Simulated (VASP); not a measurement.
# Ti2SnS (P6/mmm) in VASP: a series of runs

The runs below take Ti2SnS through single point, relaxation of cell and atoms, with PBE.

Everything below comes from runs of VASP 6.6.1. Logs are shortened: lines on timing, memory, paths and dates and some standing lists are left out, and cuts for length are marked.

**1. The cell of the first run**

Symmetry: P6/mmm, No. 191, hexagonal system. The conventional cell has a = 3.184 Å, b = 3.184 Å, c = 10.112 Å, α = 90.00°, β = 90.00°, γ = 120.00°. Ti (site symmetry 6mm) has 1 S at 2.21 Å and 1 Sn at 2.85 Å within 2.9 Å. Sn (site symmetry 6/mmm) has 2 Ti at 2.85 Å and 6 Sn at 3.18 Å within 3.8 Å. Within 2.9 Å of S (site symmetry 6/mmm) lie 2 Ti at 2.21 Å.

The cell was generated, and may not be a known phase.

**2. Single point, PBE**

Contents of INCAR:

```
PREC     = Accurate       # precision mode
ENCUT    = 500            # plane-wave cutoff, eV
EDIFF    = 1E-6           # SCF threshold, eV
ISMEAR   = 0              # smearing method
SIGMA    = 0.1            # smearing width, eV
LREAL    = F              # projectors in reciprocal space
LASPH    = T              # aspherical terms in the spheres
NELM     = 120            # most SCF steps
ALGO     = Normal         # electronic algorithm
ISIF     = 2              # what is computed and relaxed
LWAVE    = F              # write WAVECAR
LCHARG   = F              # write CHGCAR
GGA      = PE             # functional
NBANDS   = 30             # bands
GGA_COMPAT= F
```

Contents of KPOINTS:

```
Automatic mesh
0
Gamma
  18 18 6
```

Contents of POSCAR:

```
Ti2SnS
1.0
    3.1837120501      0.0000000000      0.0000000000
   -1.5918560251      2.7571755137      0.0000000000
    0.0000000000      0.0000000000     10.1122388535
Ti Sn S
2 1 1
Direct
    0.0000000000      0.0000000000      0.2183698939
    0.0000000000      0.0000000000      0.7816301061
    0.0000000000      0.0000000000      0.5000000000
    0.0000000000      0.0000000000      0.0000000000
```

Potentials or basis: VASP PAW PBE potentials, release 64 (Ti_sv, Sn_d, S).

Launch:

```console
$ cat potpaw_PBE.64/Ti_sv/POTCAR potpaw_PBE.64/Sn_d/POTCAR potpaw_PBE.64/S/POTCAR > POTCAR
$ mpirun -np 1 vasp_std > vasp.out
```

OUTCAR:

```text
PREC = Accurate
   ENCUT = 500
   EDIFF = 1E-6
   ISMEAR = 0
   LREAL = F
   LASPH = T
   NELM = 120
   ISIF = 2
   GGA = PE

 ion  position               nearest neighbor table
   1  0.000  0.000  0.218-   4 2.21   3 2.85
   2  0.000  0.000  0.782-   4 2.21   3 2.85
   3  0.000  0.000  0.500-   1 2.85   2 2.85
   4  0.000  0.000  0.000-   1 2.21   2 2.21

  LATTYP: Found a hexagonal cell.
 ALAT       =     3.1837120501
 C/A-ratio  =     3.1762416621

  Lattice vectors:

 A1 = (   3.1837120501,   0.0000000000,   0.0000000000)
 A2 = (  -1.5918560251,   2.7571755137,   0.0000000000)
 A3 = (   0.0000000000,   0.0000000000,  10.1122388535)

Analysis of symmetry for initial positions (statically):
=====================================================================
 Subroutine PRICEL returns:
 Original cell was already a primitive cell.

 Routine SETGRP: Setting up the symmetry group for a
 hexagonal supercell.

 Subroutine GETGRP returns: Found 24 space group operations
 (whereof 24 operations were pure point group operations)
 out of a pool of 24 trial point group operations.

The static configuration has the point symmetry D_6h.

Analysis of symmetry for dynamics (positions and initial velocities):
=====================================================================
 Subroutine PRICEL returns:
 Original cell was already a primitive cell.

 Routine SETGRP: Setting up the symmetry group for a
 hexagonal supercell.

 Subroutine GETGRP returns: Found 24 space group operations
 (whereof 24 operations were pure point group operations)
 out of a pool of 24 trial point group operations.

The dynamic configuration has the point symmetry D_6h.

 Subroutine INISYM returns: Found 24 space group operations
 (whereof 24 operations are pure point group operations),
 and found     1 'primitive' translations

----------------------------------------------------------------------------------------

                                     Primitive cell

  volume of cell :      88.7658

  direct lattice vectors                    reciprocal lattice vectors
     3.183712050  0.000000000  0.000000000     0.314098758  0.181345002  0.000000000
    -1.591856025  2.757175514  0.000000000     0.000000000  0.362690005  0.000000000
     0.000000000  0.000000000 10.112238853     0.000000000  0.000000000  0.098890069

  length of vectors
     3.183712050  3.183712050 10.112238853     0.362690005  0.362690005  0.098890069

  position of ions in fractional coordinates (direct lattice)
     0.000000000  0.000000000  0.218369894
     0.000000000  0.000000000  0.781630106
     0.000000000  0.000000000  0.500000000
     0.000000000  0.000000000  0.000000000

  ion indices of the primitive-cell ions
   primitive index   ion index
                 1           1
                 2           2
                 3           3
                 4           4

----------------------------------------------------------------------------------------

 KPOINTS: Automatic mesh

Automatic generation of k-mesh.
 Grid dimensions read from file:
 generate k-points for:   18   18    6

 Generating k-lattice:

  Cartesian coordinates                     Fractional coordinates (reciprocal lattice)
     0.017449931  0.010074722  0.000000000     0.055555556  0.000000000  0.000000000
     0.000000000  0.020149445  0.000000000     0.000000000  0.055555556  0.000000000
     0.000000000  0.000000000  0.016481678     0.000000000  0.000000000  0.166666667

  Length of vectors
     0.020149445  0.020149445  0.016481678

  Shift w.r.t. Gamma in fractional coordinates (k-lattice)
     0.000000000  0.000000000  0.000000000

 Subroutine IBZKPT returns following result:
 ===========================================

 Found    148 irreducible k-points:

 Following reciprocal coordinates:
            Coordinates               Weight
  0.000000  0.000000  0.000000      1.000000
  0.055556  0.000000  0.000000      6.000000
  0.111111  0.000000  0.000000      6.000000
  0.166667  0.000000  0.000000      6.000000
  0.222222  0.000000  0.000000      6.000000
  0.277778  0.000000  0.000000      6.000000
[... 16 lines left out ...]
  0.333333  0.111111  0.000000     12.000000
  0.388889  0.111111  0.000000     12.000000
 [... further k-points ...]
   k-points           NKPTS =    148   k-points in BZ     NKDIM =    148   number of bands    NBANDS=     30
   number of dos      NEDOS =    301   number of ions     NIONS =      4
   total plane-waves  NPLWV =  46080
   dimension x,y,z NGX =    24 NGY =   24 NGZ =   80
   dimension x,y,z NGXF=    48 NGYF=   48 NGZF=  160
   ions per type =               2   1   1
   NGX,Y,Z   is equivalent  to a cutoff of  12.53, 12.53, 13.15 a.u.
   NGXF,Y,Z  is equivalent  to a cutoff of  25.06, 25.06, 26.30 a.u.
 SYSTEM =  unknown system
   PREC   = accura    normal or accurate (medium, high low for compatibility)
   ISTART =      0    job   : 0-new  1-cont  2-samecut
   ICHARG =      2    charge: 1-file 2-atom 10-const
   ISPIN  =      1    spin polarized calculation?
   LNONCOLLINEAR =      F non collinear calculations
   LSORBIT =      F    spin-orbit coupling
   LASPH  =      T    aspherical Exc in radial PAW
   ENCUT  =  500.0 eV  36.75 Ry    6.06 a.u.   5.80  5.80 18.44*2*pi/ulx,y,z
   NELM   =    120;   NELMIN=  2; NELMDL= -5     # of ELM steps
   EDIFF  = 0.1E-05   stopping-criterion for ELM
   LREAL  =      F    real-space projection
   EDIFFG = 0.1E-04   stopping-criterion for IOM
   NSW    =      0    number of steps for IOM
   IBRION =     -1    ionic relax: 0-MD 1-quasi-New 2-CG
   NFREE  =      0    steps in history (QN), initial steepest desc. (CG)
   ISIF   =      2    stress and relaxation
   ISYM   =      2    0-nonsym 1-usesym 2-fastsym
   POTIM  = 0.5000    time-step for ionic-motion
   TEBEG  =    0.0;   TEEND  =   0.0 temperature during run
   PSTRESS=    0.0 pullay stress
   NELECT =      44.0000    total number of electrons
   NUPDOWN=      -1.0000    fix difference up-down
   EMIN   =  10.00;   EMAX   =-10.00  energy-range for DOS
   EFERMI =   0.00;   METHOD = LEGACY
   ISMEAR =     0;   SIGMA  =   0.10  broadening in eV -4-tet -1-fermi 0-gaus
   EFERMI_NEDOS =   21; number of points for ismear=-14 and -15
   IALGO  =     38    algorithm
   IMIX   =      4    mixing-type and parameters
     AMIX     =   0.40;   BMIX     =  1.00
     AMIX_MAG =   1.60;   BMIX_MAG =  1.00
  volume/ion in A,a.u.               =      22.19       149.76
  Fermi-wavevector in a.u.,A,eV,Ry     =   1.295619  2.448364 22.839119  1.678628
  Thomas-Fermi vector in A             =   2.427127
   LORBIT       =      0    0 simple, 1 ext, 2 COOP (PROOUT), +10 PAW based schemes
   GGA     = PE    functional components
   LHFCALC =     F    Hartree Fock is set to
   AEXX    =    0.0000 exact exchange contribution
   IVDW    =     0    specifies the selected vdW correction
   LEPSILON=     F    determine dielectric tensor
   LRPA    =     F    only Hartree local field effects (RPA)
 non-spin polarized calculation
 Gauss-broadening in eV      SIGMA  =   0.10
  energy-cutoff  :      500.00
  volume of cell :       88.77
 maximum number of plane-waves:      2274
 NGX is ok and might be reduce to    24
   NGX = 11   NGY = 11   NGZ = 37

 number of electron      44.0000010 magnetization

 Free energy of the ion-electron system (eV)
  ---------------------------------------------------
  ext. energy  EPLUGINS =         0.00000000
  ---------------------------------------------------
  free energy    TOTEN  =       -22.76394071 eV

  energy without entropy =      -22.73543563  energy(sigma->0) =      -22.74968817

 E-fermi :   6.5707     XC(G=0): -10.3123

 val. band max:        6.5692020865   @ k =   0.0000   0.0000   0.3333
 cond. band min:       6.5710485534   @ k =   0.2778   0.1667   0.1667
 fundamental gap:      0.0018464669
 Fermi energy:         6.5706990927

 k-point     1 :       0.0000    0.0000    0.0000
  band No.  band energies     occupation
      1     -50.5437      2.00000
      2     -50.5434      2.00000
      3     -26.8166      2.00000
      4     -26.8044      2.00000
      5     -26.6962      2.00000
      6     -26.6962      2.00000
[... 22 lines left out ...]
     29       9.5260      0.00000
     30       9.5260      0.00000

 k-point     2 :       0.0556    0.0000    0.0000
  band No.  band energies     occupation
      1     -50.5429      2.00000
      2     -50.5426      2.00000
      3     -26.8157      2.00000
      4     -26.8036      2.00000
      5     -26.7024      2.00000
      6     -26.7023      2.00000
[... 22 lines left out ...]
     29       9.4342      0.00000
     30       9.5056      0.00000

 k-point     3 :       0.1111    0.0000    0.0000
  band No.  band energies     occupation
      1     -50.5407      2.00000
      2     -50.5404      2.00000
      3     -26.8131      2.00000
      4     -26.8010      2.00000
      5     -26.7202      2.00000
      6     -26.7201      2.00000
[... 22 lines left out ...]
     29       9.1971      0.00000
     30       9.4485      0.00000

 k-point     4 :       0.1667    0.0000    0.0000
  band No.  band energies     occupation
      1     -50.5373      2.00000
      2     -50.5370      2.00000
      3     -26.8091      2.00000
      4     -26.7972      2.00000
      5     -26.7473      2.00000
      6     -26.7472      2.00000
[... 22 lines left out ...]
     29       8.8808      0.00000
     30       9.3651      0.00000

 k-point     5 :       0.2222    0.0000    0.0000
  band No.  band energies     occupation
      1     -50.5331      2.00000
      2     -50.5329      2.00000
      3     -26.8042      2.00000
      4     -26.7925      2.00000
      5     -26.7805      2.00000
      6     -26.7803      2.00000
[... 22 lines left out ...]
     29       8.5357      0.00000
     30       9.2677      0.00000
[... 526 lines left out ...]
     29       8.6047      0.00000
     30       8.9582      0.00000

 k-point    22 :       0.2778    0.1111    0.0000
  band No.  band energies     occupation
      1     -50.5234      2.00000
      2     -50.5231      2.00000
      3     -26.8476      2.00000
      4     -26.8474      2.00000
      5     -26.7927      2.00000
      6     -26.7815      2.00000
[... 22 lines left out ...]
     29       8.7874      0.00000
     30       8.9571      0.00000

 k-point    23 :       0.3333    0.1111    0.0000
  band No.  band energies     occupation
      1     -50.5202      2.00000
      2     -50.5199      2.00000
      3     -26.8706      2.00000
      4     -26.8703      2.00000
      5     -26.7889      2.00000
      6     -26.7778      2.00000
[... 22 lines left out ...]
     29       8.9426      0.00000
     30       9.0952      0.00000

 k-point    24 :       0.3889    0.1111    0.0000
  band No.  band energies     occupation
      1     -50.5181      2.00000
      2     -50.5178      2.00000
      3     -26.8856      2.00000
      4     -26.8853      2.00000
      5     -26.7864      2.00000
      6     -26.7755      2.00000
[... 22 lines left out ...]
     29       8.8720      0.00000
     30       9.3439      0.00000

 [... further k-points ...]

------------------------ aborting loop because EDIFF is reached ----------------------------------------

  FORCE on cell =-STRESS in cart. coord.  units (eV):
  Direction    XX          YY          ZZ          XY          YZ          ZX
  --------------------------------------------------------------------------------------
  -------------------------------------------------------------------------------------
  Total       -0.0337700     -0.0337700      0.0081346      0.0000000     -0.0000000      0.0000000
  in kB       -0.6095309     -0.6095309      0.1468248      0.0000000     -0.0000000      0.0000000
  external PRESSURE =      -0.3574123 kB  Pullay stress =       0.0000000 kB

 VOLUME and BASIS-vectors are now :
 -----------------------------------------------------------------------------
  energy-cutoff  :      500.00
  volume of cell :       88.77
      direct lattice vectors                 reciprocal lattice vectors
     3.183712050  0.000000000  0.000000000     0.314098758  0.181345002  0.000000000
    -1.591856025  2.757175514  0.000000000     0.000000000  0.362690005  0.000000000
     0.000000000  0.000000000 10.112238853     0.000000000  0.000000000  0.098890069

 POSITION                                       TOTAL-FORCE (eV/Angst)
 -----------------------------------------------------------------------------------
      0.00000      0.00000      2.20821         0.000000     -0.000000      0.000648
      0.00000      0.00000      7.90403        -0.000000      0.000000     -0.000648
      0.00000      0.00000      5.05612         0.000000      0.000000      0.000000
      0.00000      0.00000      0.00000         0.000000      0.000000      0.000000
 -----------------------------------------------------------------------------------
    total drift:                                0.000000      0.000000      0.000000

  FREE ENERGIE OF THE ION-ELECTRON SYSTEM (eV)
  ---------------------------------------------------
  free  energy   TOTEN  =       -22.7639407135 eV

  energy  without entropy=      -22.7354356299  energy(sigma->0) =      -22.74968817
```

It took 12 min on 1 thread of Oxide Virtual Turin-like, shared host; peak memory 0.43 GiB.

Results:

* Free energy: -22.7639 eV
* Pressure: 0.0 GPa
* Band gap on the k mesh: zero (bands 22 and 23 overlap by 1.11 eV)

Levels at points of the mesh, in eV from the Fermi level:
```
           k point  band 18  band 19  band 20  band 21  band 22  band 23  band 24  band 25  band 26  band 27
(0.00, 0.00, 0.00)    -2.68    -1.72    -0.01    -0.01     0.78     0.78     0.80     0.80     1.61     1.65
(0.50, 0.00, 0.00)    -3.78    -1.13    -1.08    -1.03    -0.64     0.16     0.88     1.09     1.28     2.19
(0.00, 0.00, 0.50)    -2.30    -1.80     0.00     0.00     0.78     0.78     0.80     0.80     1.61     1.61
(0.50, 0.00, 0.50)    -3.43    -1.35    -1.02    -1.00    -0.46    -0.16    -0.13     1.16     1.88     2.48
```

Caveat: spin-orbit coupling is left out, which moves the levels of the heavy elements.

**3. Relaxation of cell and atoms, PBE**

This run uses another cell than the first one, of 21.92 Å³/atom.

Contents of INCAR:

```
SYSTEM = Ti2SnS
  PREC = Accurate
  ENCUT = 500
  EDIFF = 1E-7
  ISMEAR = 0
  SIGMA = 0.1
  LREAL = .False.
  LASPH = .True.
  NELM = 120
  ALGO = Normal
  ISIF = 3
  LWAVE = .False.
  LCHARG = .False.
  GGA = PE
  IBRION = 2
  NSW = 100
  EDIFFG = -0.01
  GGA_COMPAT = .False.
  NELMIN = 4
```

Contents of KPOINTS:

```
Automatic mesh
0
Gamma
  18 18 6
  0 0 0
```

Contents of POSCAR:

```
Ti2SnS
1.0
    3.1514597363      0.0000000000      0.0000000000
   -1.5757298682      2.7292441907      0.0000000000
    0.0000000000      0.0000000000     10.1928525937
Ti Sn S
2 1 1
Direct
    0.0000000000      0.0000000000      0.2175183118
    0.0000000000      0.0000000000      0.7824816882
    0.0000000000      0.0000000000      0.5000000000
    0.0000000000      0.0000000000      0.0000000000
```

Potentials or basis: VASP PAW PBE potentials, release 64 (Ti_sv, Sn_d, S).

Launch:

```console
$ cat potpaw_PBE.64/Ti_sv/POTCAR potpaw_PBE.64/Sn_d/POTCAR potpaw_PBE.64/S/POTCAR > POTCAR
$ mpirun -np 1 vasp_std > vasp.out
```

Wall time 40 min (1 thread of Oxide Virtual Turin-like, shared host); peak memory 0.42 GiB.

Results (log left out):

```yaml
Free_energy: -22.7634 eV
Relaxed_volume: 22.15 Å³/atom
Relaxed_cell: a = 3.181 Å, b = 3.181 Å, c = 10.113 Å, α = 90.00°, β = 90.00°, γ = 120.00°
Space_group_after_relaxing_to_0.1_Å: P6/mmm (No. 191)
Energy_gained_by_relaxing: 1.8 meV/atom
Ionic_steps: 8
Pressure_after_relaxing: 0.0 GPa
Largest_force_after_relaxing: 0.004 eV/Å
Band_gap_on_the_k_mesh: zero (bands 22 and 23 overlap by 1.12 eV)
```

Forces in eV/Å, atoms in the order of the input:
```
Ti   0.000  0.000  0.004
Ti   0.000  0.000 -0.004
Sn   0.000  0.000  0.000
S    0.000  0.000  0.000
```

Step by step:
```tsv
step	energy change (eV)	largest force (eV/Å)	pressure (GPa)	volume (Å³)
1	0.0000	0.0252	0.07	87.67
2	-0.0045	0.1306	0.70	87.78
3	-0.0046	0.1169	0.63	87.77
4	-0.0070	0.0123	-0.10	88.90
5	-0.0070	0.0244	-0.02	88.76
6	-0.0071	0.0067	-0.04	88.71
7	-0.0071	0.0048	-0.04	88.71
8	-0.0071	0.0040	0.04	88.61
```

Final structure:
```cif
data_structure
_symmetry_space_group_name_H-M 'P 1'
_symmetry_Int_Tables_number 1
_cell_length_a 3.1807
_cell_length_b 3.1807
_cell_length_c 10.1133
_cell_angle_alpha 90.000
_cell_angle_beta 90.000
_cell_angle_gamma 120.000
_cell_volume 88.61
loop_
_atom_site_label
_atom_site_type_symbol
_atom_site_fract_x
_atom_site_fract_y
_atom_site_fract_z
_atom_site_occupancy
Ti1 Ti 0.00000 0.00000 0.21835 1
Ti2 Ti 0.00000 0.00000 0.78165 1
Sn1 Sn 0.00000 0.00000 0.50000 1
S1 S 0.00000 0.00000 0.00000 1
```

Levels at points of the mesh, in eV from the Fermi level:
| k point | band 20 | band 21 | band 22 | band 23 | band 24 | band 25 |
| --- | --- | --- | --- | --- | --- | --- |
| (0.00, 0.00, 0.00) | 0.00 | 0.00 | 0.78 | 0.78 | 0.81 | 0.81 |
| (0.50, 0.00, 0.00) | -1.08 | -1.03 | -0.64 | 0.16 | 0.88 | 1.08 |
| (0.00, 0.00, 0.50) | 0.01 | 0.01 | 0.78 | 0.78 | 0.81 | 0.81 |
| (0.50, 0.00, 0.50) | -1.02 | -1.01 | -0.46 | -0.17 | -0.13 | 1.17 |

Caveat: spin-orbit coupling is left out, which moves the levels of the heavy elements.
